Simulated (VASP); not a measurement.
# Ge (Fd-3m) in VASP: further runs, part 2 of 2

VASP 6.6.1. Earlier steps stand in the parts before.

### Step 3. Vibrations by perturbation theory, PBEsol

INCAR

```
SYSTEM = Ge
PREC = Accurate
ENCUT = 520
EDIFF = 1E-8
ISMEAR = -1
SIGMA = 0.05
LREAL = .FALSE.
LASPH = .TRUE.
NELM = 100
ALGO = Normal
ISIF = 2
LWAVE = .FALSE.
LCHARG = .FALSE.
GGA = PS
IBRION = 8
NSW = 1
```

KPOINTS

```
Automatic mesh
0
G
  8 8 8
  0 0 0
```

POSCAR

```
Ge
1.0
    0.0000000000      2.8289100000      2.8289100000
    2.8289100000      0.0000000000      2.8289100000
    2.8289100000      2.8289100000      0.0000000000
Ge
2
Direct
    0.7500000000      0.7500000000      0.7500000000
    0.5000000000      0.5000000000      0.5000000000
```

Potentials or basis: VASP PAW PBE potentials, release 64 (Ge_d).

Launch:

```sh
> cat potpaw_PBE.64/Ge_d/POTCAR > POTCAR
> mpirun -np 1 vasp_std > vasp.out
```

OUTCAR:

```text
SYSTEM = Ge
   PREC = Accurate
   ENCUT = 520
   EDIFF = 1E-8
   ISMEAR = -1
   LREAL = .FALSE.
   LASPH = .TRUE.
   NELM = 100
   ISIF = 2
   GGA = PS
   IBRION = 8
   NSW = 1

 ion  position               nearest neighbor table
   1  0.750  0.750  0.750-   2 2.45   2 2.45   2 2.45   2 2.45
   2  0.500  0.500  0.500-   1 2.45   1 2.45   1 2.45   1 2.45

  LATTYP: Found a face centered cubic cell.
 ALAT       =     5.6578200000

  Lattice vectors:

[... 755 lines left out ...]
               1X          1Y          1Z          2X          2Y          2Z
  1X   -10.583966    0.000000    0.000000   10.583966    0.000000    0.000000
  1Y     0.000000  -10.583966    0.000000    0.000000   10.583966    0.000000
  1Z     0.000000    0.000000  -10.583966    0.000000    0.000000   10.583966
  2X    10.583966    0.000000    0.000000  -10.583966    0.000000    0.000000
  2Y     0.000000   10.583966    0.000000    0.000000  -10.583966    0.000000
  2Z     0.000000    0.000000   10.583966    0.000000    0.000000  -10.583966

 Eigenvectors and eigenvalues of the dynamical matrix
 ----------------------------------------------------

   1 f  =    8.440958 THz    53.036101 2PiTHz  281.560042 cm-1    34.908980 meV
             X         Y         Z           dx          dy          dz
      4.243365  4.243365  4.243365     0.000000   -0.707107    0.000000
      2.828910  2.828910  2.828910     0.000000    0.707107    0.000000
[... 21 lines left out ...]
   6 f  =    0.000000 THz     0.000000 2PiTHz    0.000000 cm-1     0.000000 meV
             X         Y         Z           dx          dy          dz
      4.243365  4.243365  4.243365     0.000000    0.000000    0.707107
      2.828910  2.828910  2.828910     0.000000    0.000000    0.707107

--------------------------------------------------------------------------------------------------------

 ELASTIC MODULI CONTR FROM IONIC RELAXATION (kBar)
 Direction    XX          YY          ZZ          XY          YZ          ZX
 --------------------------------------------------------------------------------
 XX          -0.0000      0.0000      0.0000      0.0000     -0.0000      0.0000
 YY           0.0000     -0.0000      0.0000      0.0000      0.0000     -0.0000
 ZZ           0.0000      0.0000     -0.0000     -0.0000      0.0000      0.0000
 XY           0.0000      0.0000     -0.0000   -237.4287      0.0000      0.0000
 YZ          -0.0000      0.0000      0.0000      0.0000   -237.4287      0.0000
 ZX           0.0000     -0.0000      0.0000      0.0000      0.0000   -237.4287
 --------------------------------------------------------------------------------
```

OSZICAR:

```text
N       E                     dE             d eps       ncg     rms          rms(c)
DAV:   1     0.166143537125E+03    0.16614E+03   -0.15667E+04  1074   0.423E+03
DAV:   2     0.113324350809E+02   -0.15481E+03   -0.15211E+03  1044   0.541E+02
[... 28 lines left out ...]
RMM:   8    -0.193764013289E+00    0.11001E-05    0.35980E-07  6083   0.750E-04    0.354E-05
RMM:   9    -0.193764076400E+00   -0.63111E-07    0.14062E-08  6244   0.300E-04    0.206E-05
RMM:  10    -0.193764233015E+00   -0.15662E-06    0.17223E-07  6329   0.131E-04    0.522E-06
RMM:  11    -0.193764321619E+00   -0.88604E-07   -0.35979E-07  6523   0.602E-05    0.294E-06
RMM:  12    -0.193764325635E+00   -0.40157E-08   -0.15208E-07  6244   0.302E-05    0.189E-06
RMM:  13    -0.193764335436E+00   -0.98007E-08   -0.92401E-08  5725   0.172E-05    0.283E-07
 Linear response finished
```

Run time: 87 s. Hardware: 1 thread of AMD EPYC 9R45 (Zen 5), shared host; peak memory 0.26 GiB.

What came out:

| Quantity | Value |
| --- | --- |
| Highest phonon frequency at Γ | 282 cm⁻¹ |

Phonon frequencies in cm⁻¹ (negative: imaginary):
```tsv
q point	frequencies
(0.000, 0.000, 0.000)	0 0 0 282 282 282
```

### Step 4. Vibrations by perturbation theory, PBE

INCAR

```
PREC = Accurate
ENCUT = 520
EDIFF = 1E-8
ISMEAR = -1
SIGMA = 0.05
LREAL = False
LASPH = True
NELM = 80
ALGO = Normal
ISIF = 2
LWAVE = False
LCHARG = False
GGA = PE
NBANDS = 21
IBRION = 8
NSW = 1
```

KPOINTS

```
regular mesh
0
Gamma
  8 8 8
```

POSCAR is that of step 3.

Potentials or basis: VASP PAW PBE potentials, release 64 (Ge_d).

Launch:

```sh
> cat potpaw_PBE.64/Ge_d/POTCAR > POTCAR
> mpirun -np 1 vasp_std > vasp.out
```

OUTCAR:

```text
PREC = Accurate
   ENCUT = 520
   EDIFF = 1E-8
   ISMEAR = -1
   LREAL = False
   LASPH = True
   NELM = 80
   ISIF = 2
   GGA = PE
   IBRION = 8
   NSW = 1

 ion  position               nearest neighbor table
   1  0.750  0.750  0.750-   2 2.45   2 2.45   2 2.45   2 2.45
   2  0.500  0.500  0.500-   1 2.45   1 2.45   1 2.45   1 2.45

  LATTYP: Found a face centered cubic cell.
 ALAT       =     5.6578200000

  Lattice vectors:

 A1 = (   0.0000000000,   2.8289100000,   2.8289100000)
[... 827 lines left out ...]
  1X   -11.075866    0.000000    0.000000   11.075866    0.000000    0.000000
  1Y     0.000000  -11.075866    0.000000    0.000000   11.075866    0.000000
  1Z     0.000000    0.000000  -11.075866    0.000000    0.000000   11.075866
  2X    11.075866    0.000000    0.000000  -11.075866    0.000000    0.000000
  2Y     0.000000   11.075866    0.000000    0.000000  -11.075866    0.000000
  2Z     0.000000    0.000000   11.075866    0.000000    0.000000  -11.075866

 Eigenvectors and eigenvalues of the dynamical matrix
 ----------------------------------------------------

   1 f  =    8.634881 THz    54.254556 2PiTHz  288.028619 cm-1    35.710981 meV
             X         Y         Z           dx          dy          dz
      4.243365  4.243365  4.243365     0.000000   -0.707107    0.000000
      2.828910  2.828910  2.828910     0.000000    0.707107    0.000000
[... 21 lines left out ...]
   6 f  =    0.000000 THz     0.000000 2PiTHz    0.000000 cm-1     0.000000 meV
             X         Y         Z           dx          dy          dz
      4.243365  4.243365  4.243365     0.000000    0.000000    0.707107
      2.828910  2.828910  2.828910     0.000000    0.000000    0.707107

--------------------------------------------------------------------------------------------------------

 ELASTIC MODULI CONTR FROM IONIC RELAXATION (kBar)
 Direction    XX          YY          ZZ          XY          YZ          ZX
 --------------------------------------------------------------------------------
 XX          -0.0000     -0.0000     -0.0000     -0.0000     -0.0000      0.0000
 YY          -0.0000     -0.0000     -0.0000     -0.0000     -0.0000     -0.0000
 ZZ          -0.0000     -0.0000     -0.0000     -0.0000     -0.0000      0.0000
 XY          -0.0000     -0.0000     -0.0000   -252.7145      0.0000      0.0000
 YZ          -0.0000     -0.0000     -0.0000      0.0000   -252.7145      0.0000
 ZX           0.0000     -0.0000      0.0000      0.0000      0.0000   -252.7145
 --------------------------------------------------------------------------------
```

Run time: 1.7 min. Hardware: 1 thread of Intel Xeon 6975P-C (Granite Rapids), shared host; peak memory 0.3 GiB.

Results:

* Highest phonon frequency at Γ: 288 cm⁻¹

Phonon frequencies in cm⁻¹ (negative: imaginary):
| q point | frequencies |
| --- | --- |
| (0.000, 0.000, 0.000) | 0 0 0 288 288 288 |

Caveat: the cell wasn't relaxed at this level first, which shifts response properties.
